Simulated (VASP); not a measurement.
# MgF2 (P4_2/mnm) in VASP: further runs

Runs on MgF2. Level: HSE06. Tasks: single point.

Everything below comes from runs of VASP 6.6.1. Logs are shortened: lines on timing, memory, paths and dates and some standing lists are left out, and cuts for length are marked.

### 1 The cell of the first run

Symmetry: P4_2/mnm, No. 136, tetragonal system. Conventional cell: a = 4.622 Å, b = 4.622 Å, c = 2.924 Å, α = 90.00°, β = 90.00°, γ = 90.00°. Within 2.6 Å of Mg (site symmetry mmm) lie 6 F at 1.96 to 1.97 Å. F (site symmetry m2m) has 3 Mg at 1.96 to 1.97 Å and 9 F at 2.60 to 2.77 Å within 2.8 Å.

### 2 Single point, HSE06 (uniaxial z strain -4.0%)

Input file POSCAR:

```
MgF2
1.0
    4.6220159946      0.0000000000      0.0000000000
    0.0000000000      4.6220159946      0.0000000000
    0.0000000000      0.0000000000      2.9242672892
Mg F
2 4
Direct
    0.0000000000      0.0000000000      0.0000000000
    0.5000000000      0.5000000000      0.5000000000
    0.3008632720      0.3008632720      0.0000000000
    0.1991367280      0.8008632720      0.5000000000
    0.8008632720      0.1991367280      0.5000000000
    0.6991367280      0.6991367280      0.0000000000
```

Input file INCAR.step1:

```
SYSTEM = MgF2
  ALGO = Normal
  EDIFF = 1E-5
  ENCUT = 520
  GGA = PE
  GGA_COMPAT = .FALSE.
  ISIF = 2
  ISMEAR = 0
  KPAR = 4
  LASPH = .TRUE.
  LCHARG = .FALSE.
  LREAL = .FALSE.
  LWAVE = .TRUE.
  NBANDS = 25
  NELM = 120
  PREC = Accurate
  SIGMA = 0.01
```

Input file INCAR.step2:

```
SYSTEM = MgF2
  ALGO = Normal
  EDIFF = 1E-6
  ENCUT = 520
  GGA = PE
  GGA_COMPAT = .FALSE.
  HFSCREEN = 0.2079
  ISIF = 2
  ISMEAR = 0
  ISTART = 1
  KPAR = 4
  LASPH = .TRUE.
  LCHARG = .FALSE.
  LHFCALC = .TRUE.
  LREAL = .FALSE.
  LWAVE = .FALSE.
  NBANDS = 25
  NELM = 120
  PREC = Accurate
  PRECFOCK = Normal
  SIGMA = 0.01
```

Input file KPOINTS:

```
k-points
0
G
  4 4 6
  0 0 0
```

Potentials or basis: VASP PAW PBE potentials, release 64 (Mg, F).

Run with:

```console
$ cat potpaw_PBE.64/Mg/POTCAR potpaw_PBE.64/F/POTCAR > POTCAR
$ cp INCAR.step1 INCAR
$ mpirun -np 4 vasp_std > vasp.out
$ cp INCAR.step2 INCAR
$ mpirun -np 4 vasp_std > vasp.out
```

OUTCAR:

```text
SYSTEM = MgF2
   EDIFF = 1E-6
   ENCUT = 520
   GGA = PE
   HFSCREEN = 0.2079
   ISIF = 2
   ISMEAR = 0
   ISTART = 1
   LASPH = .TRUE.
   LHFCALC = .TRUE.
   LREAL = .FALSE.
   NELM = 120
   PREC = Accurate
   PRECFOCK = Normal

 ion  position               nearest neighbor table
   1  0.000  0.000  0.000-   4 1.96   5 1.96   4 1.96   5 1.96   3 1.97   6 1.97   2 3.58   2 3.58
                             2 3.58   2 3.58   2 3.58   2 3.58   2 3.58   2 3.58
   2  0.500  0.500  0.500-   3 1.96   6 1.96   3 1.96   6 1.96   5 1.97   4 1.97   1 3.58   1 3.58
                             1 3.58   1 3.58   1 3.58   1 3.58   1 3.58   1 3.58
   3  0.301  0.301  0.000-   2 1.96   2 1.96   1 1.97
   4  0.199  0.801  0.500-   1 1.96   1 1.96   2 1.97
   5  0.801  0.199  0.500-   1 1.96   1 1.96   2 1.97
   6  0.699  0.699  0.000-   2 1.96   2 1.96   1 1.97

  LATTYP: Found a simple tetragonal cell.
 ALAT       =     4.6220159946
 C/A-ratio  =     0.6326822089

  Lattice vectors:

 A1 = (   4.6220159946,   0.0000000000,   0.0000000000)
 A2 = (   0.0000000000,   4.6220159946,   0.0000000000)
 A3 = (   0.0000000000,   0.0000000000,   2.9242672892)

Analysis of symmetry for initial positions (statically):
=====================================================================
 Subroutine PRICEL returns:
 Original cell was already a primitive cell.

 Routine SETGRP: Setting up the symmetry group for a
 simple tetragonal supercell.

 Subroutine GETGRP returns: Found 16 space group operations
 (whereof  8 operations were pure point group operations)
 out of a pool of 16 trial point group operations.

The static configuration has the point symmetry D_2h.
 The point group associated with its full space group is D_4h.

Analysis of symmetry for dynamics (positions and initial velocities):
=====================================================================
 Subroutine PRICEL returns:
 Original cell was already a primitive cell.

 Routine SETGRP: Setting up the symmetry group for a
 simple tetragonal supercell.

 Subroutine GETGRP returns: Found 16 space group operations
 (whereof  8 operations were pure point group operations)
 out of a pool of 16 trial point group operations.

The dynamic configuration has the point symmetry D_2h.
 The point group associated with its full space group is D_4h.

 Subroutine INISYM returns: Found 16 space group operations
 (whereof  8 operations are pure point group operations),
 and found     1 'primitive' translations

----------------------------------------------------------------------------------------

                                     Primitive cell

  volume of cell :      62.4712

  direct lattice vectors                    reciprocal lattice vectors
     4.622015995  0.000000000  0.000000000     0.216355807  0.000000000  0.000000000
     0.000000000  4.622015995  0.000000000     0.000000000  0.216355807  0.000000000
     0.000000000  0.000000000  2.924267289     0.000000000  0.000000000  0.341966004

  length of vectors
     4.622015995  4.622015995  2.924267289     0.216355807  0.216355807  0.341966004

  position of ions in fractional coordinates (direct lattice)
     0.000000000  0.000000000  0.000000000
     0.500000000  0.500000000  0.500000000
     0.300863272  0.300863272  0.000000000
     0.199136728  0.800863272  0.500000000
     0.800863272  0.199136728  0.500000000
     0.699136728  0.699136728  0.000000000

  ion indices of the primitive-cell ions
   primitive index   ion index
                 1           1
                 2           2
                 3           3
                 4           4
                 5           5
                 6           6

----------------------------------------------------------------------------------------

 KPOINTS: k-points

Automatic generation of k-mesh.
 Grid dimensions read from file:
 generate k-points for:    4    4    6

 Generating k-lattice:

  Cartesian coordinates                     Fractional coordinates (reciprocal lattice)
     0.054088952  0.000000000  0.000000000     0.250000000  0.000000000  0.000000000
     0.000000000  0.054088952  0.000000000     0.000000000  0.250000000  0.000000000
     0.000000000  0.000000000  0.056994334     0.000000000  0.000000000  0.166666667

  Length of vectors
     0.054088952  0.054088952  0.056994334

  Shift w.r.t. Gamma in fractional coordinates (k-lattice)
     0.000000000  0.000000000  0.000000000

 Subroutine IBZKPT returns following result:
 ===========================================

 Found     24 irreducible k-points:

 Following reciprocal coordinates:
            Coordinates               Weight
  0.000000  0.000000  0.000000      1.000000
  0.250000  0.000000  0.000000      4.000000
  0.500000  0.000000  0.000000      2.000000
  0.250000  0.250000  0.000000      4.000000
  0.500000  0.250000  0.000000      4.000000
  0.500000  0.500000  0.000000      1.000000
[... 16 lines left out ...]
  0.500000  0.250000  0.500000      4.000000
  0.500000  0.500000  0.500000      1.000000
   k-points           NKPTS =     24   k-points in BZ     NKDIM =     96   number of bands    NBANDS=     25
   number of dos      NEDOS =    301   number of ions     NIONS =      6
   total plane-waves  NPLWV =  31104
   dimension x,y,z NGX =    36 NGY =   36 NGZ =   24
   dimension x,y,z NGXF=    72 NGYF=   72 NGZF=   48
   ions per type =               2   4
   NGX,Y,Z   is equivalent  to a cutoff of  12.95, 12.95, 13.64 a.u.
   NGXF,Y,Z  is equivalent  to a cutoff of  25.90, 25.90, 27.29 a.u.
 SYSTEM =  MgF2
   PREC   = accura    normal or accurate (medium, high low for compatibility)
   ISTART =      1    job   : 0-new  1-cont  2-samecut
   ICHARG =      0    charge: 1-file 2-atom 10-const
   ISPIN  =      1    spin polarized calculation?
   LNONCOLLINEAR =      F non collinear calculations
   LSORBIT =      F    spin-orbit coupling
   LASPH  =      T    aspherical Exc in radial PAW
   ENCUT  =  520.0 eV  38.22 Ry    6.18 a.u.   8.59  8.59  5.44*2*pi/ulx,y,z
   NELM   =    120;   NELMIN=  2; NELMDL=  0     # of ELM steps
   EDIFF  = 0.1E-05   stopping-criterion for ELM
   LREAL  =      F    real-space projection
   EDIFFG = 0.1E-04   stopping-criterion for IOM
   NSW    =      0    number of steps for IOM
   IBRION =     -1    ionic relax: 0-MD 1-quasi-New 2-CG
   NFREE  =      0    steps in history (QN), initial steepest desc. (CG)
   ISIF   =      2    stress and relaxation
   ISYM   =      3    0-nonsym 1-usesym 2-fastsym
   POTIM  = 0.5000    time-step for ionic-motion
   TEBEG  =    0.0;   TEEND  =   0.0 temperature during run
   PSTRESS=    0.0 pullay stress
   NELECT =      32.0000    total number of electrons
   NUPDOWN=      -1.0000    fix difference up-down
   EMIN   =  10.00;   EMAX   =-10.00  energy-range for DOS
   EFERMI =   0.00;   METHOD = LEGACY
   ISMEAR =     0;   SIGMA  =   0.01  broadening in eV -4-tet -1-fermi 0-gaus
   EFERMI_NEDOS =   21; number of points for ismear=-14 and -15
   IALGO  =     38    algorithm
   IMIX   =      1    mixing-type and parameters
     AMIX     =   0.40;   BMIX     =  1.00
     AMIX_MAG =   1.60;   BMIX_MAG =  1.00
  volume/ion in A,a.u.               =      10.41        70.26
  Fermi-wavevector in a.u.,A,eV,Ry     =   1.309880  2.475314 23.344680  1.715786
  Thomas-Fermi vector in A             =   2.440449
   LORBIT       =      0    0 simple, 1 ext, 2 COOP (PROOUT), +10 PAW based schemes
   GGA     = PE    functional components
   LHFCALC =     T    Hartree Fock is set to
   PRECFOCK=normal    Normal, Fast or Accurate (Low or Medium for compatibility)
   ENCUT4O =  -1.0   cutoff for four orbital integrals eV
   NKREDX  =     1    reduce k-point grid by
   NKREDY  =     1    reduce k-point grid by
   NKREDZ  =     1    reduce k-point grid by
   AEXX    =    0.2500 exact exchange contribution
   HFSCREEN=    0.2079 screening length (either q_TF or 0.3 A-1)
   HFSCREENC=   0.2079 screening length for correlation (either q_TF or 0.3 A-1)
   ENCUTFOCK=  -1.0 apply spherical cutoff to Coloumb kernel
   IVDW    =     0    specifies the selected vdW correction
   LEPSILON=     F    determine dielectric tensor
   LRPA    =     F    only Hartree local field effects (RPA)
 non-spin polarized calculation
 Gauss-broadening in eV      SIGMA  =   0.01
  energy-cutoff  :      520.00
  volume of cell :       62.47
 maximum number of plane-waves:      1704
 NGX is ok and might be reduce to    36
  NGX = 28; NGY = 28; NGZ = 18

 number of electron      31.9999946 magnetization

 Free energy of the ion-electron system (eV)
  ---------------------------------------------------
  ext. energy  EPLUGINS =         0.00000000
  ---------------------------------------------------
  free energy    TOTEN  =       -38.21716528 eV

  energy without entropy =      -38.21716528  energy(sigma->0) =      -38.21716528

 E-fermi :  -2.6252     XC(G=0):  -8.1464

 val. band max:       -2.7316342378   @ k =   0.0000   0.0000   0.0000
 cond. band min:       7.0296417084   @ k =   0.0000   0.0000   0.0000
 fundamental gap:      9.7612759462
 Fermi energy:        -2.6252427928

 k-point     1 :       0.0000    0.0000    0.0000
  band No.  band energies     occupation
      1     -25.2233      2.00000
      2     -24.3569      2.00000
      3     -24.3569      2.00000
      4     -24.2112      2.00000
      5      -7.1523      2.00000
      6      -5.5556      2.00000
[... 17 lines left out ...]
     24      18.9041      0.00000
     25      18.9041      0.00000

 k-point     2 :       0.2500    0.0000    0.0000
  band No.  band energies     occupation
      1     -25.1166      2.00000
      2     -24.5277      2.00000
      3     -24.3234      2.00000
      4     -24.1964      2.00000
      5      -6.9093      2.00000
      6      -5.6482      2.00000
[... 17 lines left out ...]
     24      18.3169      0.00000
     25      18.8044      0.00000
[... 586 lines left out ...]
     24      16.1052      0.00000
     25      17.3345      0.00000

 k-point    24 :       0.5000    0.5000    0.5000
  band No.  band energies     occupation
      1     -24.4504      2.00000
      2     -24.4504      2.00000
      3     -24.2819      2.00000
      4     -24.2819      2.00000
      5      -6.7443      2.00000
      6      -6.7443      2.00000
[... 17 lines left out ...]
     24      15.7977      0.00000
     25      17.9051      0.00000

------------------------ aborting loop because EDIFF is reached ----------------------------------------

  FORCE on cell =-STRESS in cart. coord.  units (eV):
  Direction    XX          YY          ZZ          XY          YZ          ZX
  --------------------------------------------------------------------------------------
  -------------------------------------------------------------------------------------
  Total        1.4460883      1.4460883      3.9360594     -0.0000000      0.0000000      0.0000000
  in kB       37.0873186     37.0873186    100.9467342     -0.0000000      0.0000000      0.0000000
  external PRESSURE =      58.3737905 kB  Pullay stress =       0.0000000 kB

 VOLUME and BASIS-vectors are now :
 -----------------------------------------------------------------------------
  energy-cutoff  :      520.00
  volume of cell :       62.47
      direct lattice vectors                 reciprocal lattice vectors
     4.622015995  0.000000000  0.000000000     0.216355807  0.000000000  0.000000000
     0.000000000  4.622015995  0.000000000     0.000000000  0.216355807  0.000000000
     0.000000000  0.000000000  2.924267289     0.000000000  0.000000000  0.341966004

 POSITION                                       TOTAL-FORCE (eV/Angst)
 -----------------------------------------------------------------------------------
      0.00000      0.00000      0.00000         0.000000     -0.000000      0.000000
      2.31101      2.31101      1.46213         0.000000     -0.000000      0.000000
      1.39059      1.39059      0.00000         0.014351      0.014351      0.000000
      0.92041      3.70160      1.46213        -0.014351      0.014351      0.000000
      3.70160      0.92041      1.46213         0.014351     -0.014351     -0.000000
      3.23142      3.23142      0.00000        -0.014351     -0.014351     -0.000000
 -----------------------------------------------------------------------------------
    total drift:                               -0.000000     -0.000000      0.000000

  FREE ENERGIE OF THE ION-ELECTRON SYSTEM (eV)
  ---------------------------------------------------
  free  energy   TOTEN  =       -38.2171652774 eV

  energy  without entropy=      -38.2171652774  energy(sigma->0) =      -38.21716528
```

Wall time 19 min (4 MPI ranks of AMD EPYC 9R45 (Zen 5), shared host); peak memory 0.29 GiB.

What came out:

```yaml
Free_energy: -38.2172 eV
Pressure: 5.8 GPa
Largest_force: 0.020 eV/Å
Band_gap_on_the_k_mesh: 9.76 eV
```

Forces in eV/Å, atoms in the order of the input:
```
Mg   0.000  0.000  0.000
Mg   0.000  0.000  0.000
F    0.014  0.014  0.000
F   -0.014  0.014  0.000
F    0.014 -0.014  0.000
F   -0.014 -0.014  0.000
```

Caveat: the cell differs from its parent crystal (uniaxial z strain -4.0%); the stress differs along the axes, from 4 to 10 GPa; the structure was generated, so it needn't be the stable form of MgF2; the PAW data sets were made with another functional, which shifts forces and pressure a little.

### 3 Single point, HSE06

This run uses another cell than the first one, of 10.85 Å³/atom.

Input file POSCAR:

```
MgF2
1.0
    4.6220159946      0.0000000000      0.0000000000
    0.0000000000      4.6220159946      0.0000000000
    0.0000000000      0.0000000000      3.0461117595
Mg F
2 4
Direct
    0.0000000000      0.0000000000      0.0000000000
    0.5000000000      0.5000000000      0.5000000000
    0.3029505751      0.3029505751      0.0000000000
    0.1970494249      0.8029505751      0.5000000000
    0.8029505751      0.1970494249      0.5000000000
    0.6970494249      0.6970494249      0.0000000000
```

Input file INCAR.step1:

```
SYSTEM = MgF2
ALGO = Normal
EDIFF = 1E-5
ENCUT = 520
GGA = PE
GGA_COMPAT = .FALSE.
ISIF = 2
ISMEAR = 0
KPAR = 4
LASPH = .TRUE.
LREAL = .FALSE.
LWAVE = .TRUE.
NBANDS = 25
NELM = 120
PREC = Accurate
SIGMA = 0.01
```

Input file INCAR.step2:

```
SYSTEM = MgF2
ALGO = Normal
EDIFF = 1E-6
ENCUT = 520
GGA = PE
GGA_COMPAT = .FALSE.
HFSCREEN = 0.2079
ISIF = 2
ISMEAR = 0
ISTART = 1
KPAR = 4
LASPH = .TRUE.
LCHARG = .TRUE.
LHFCALC = .TRUE.
LREAL = .FALSE.
LVHAR = .TRUE.
LWAVE = .FALSE.
NBANDS = 25
NELM = 120
PREC = Accurate
PRECFOCK = Normal
SIGMA = 0.01
```

KPOINTS is that of step 2.

Potentials or basis: VASP PAW PBE potentials, release 64 (Mg, F).

Run with:

```console
$ cat potpaw_PBE.64/Mg/POTCAR potpaw_PBE.64/F/POTCAR > POTCAR
$ cp INCAR.step1 INCAR
$ mpirun -np 4 vasp_std > vasp.out
$ cp INCAR.step2 INCAR
$ mpirun -np 4 vasp_std > vasp.out
```

Wall time 38 min (4 MPI ranks of Intel Xeon Platinum 8259CL at 2.50GHz (Skylake/Cascade Lake), shared host); peak memory 0.31 GiB.

It converged, with:

* Free energy: -38.3084 eV
* Pressure: 0.7 GPa
* Largest force: 0.016 eV/Å
* Band gap on the k mesh: 9.41 eV

Forces on the atoms (eV/Å):
```
Mg   0.000  0.000  0.000
Mg   0.000  0.000  0.000
F    0.012  0.012  0.000
F   -0.012  0.012  0.000
F    0.012 -0.012  0.000
F   -0.012 -0.012  0.000
```

Levels at points of the mesh, in eV from the valence-band top:
```
           k point  band 13  band 14  band 15  band 16  band 17  band 18  band 19  band 20
(0.00, 0.00, 0.00)    -0.68    -0.29    -0.29     0.00     9.41    14.67    14.67    16.15
(0.50, 0.00, 0.00)    -0.95    -0.95    -0.38    -0.38    11.88    11.88    15.95    15.95
(0.50, 0.50, 0.00)    -0.93    -0.93    -0.82    -0.82    13.69    13.69    13.73    13.73
(0.00, 0.00, 0.50)    -1.20    -1.20    -0.90    -0.90    14.33    14.33    17.51    17.51
(0.50, 0.00, 0.50)    -0.73    -0.73    -0.69    -0.69    15.22    15.22    16.03    16.03
(0.50, 0.50, 0.50)    -0.65    -0.65    -0.48    -0.48    15.69    15.69    15.85    15.85
```

Caveat: the structure was generated, so it needn't be the stable form of MgF2; the PAW data sets were made with another functional, which shifts forces and pressure a little.
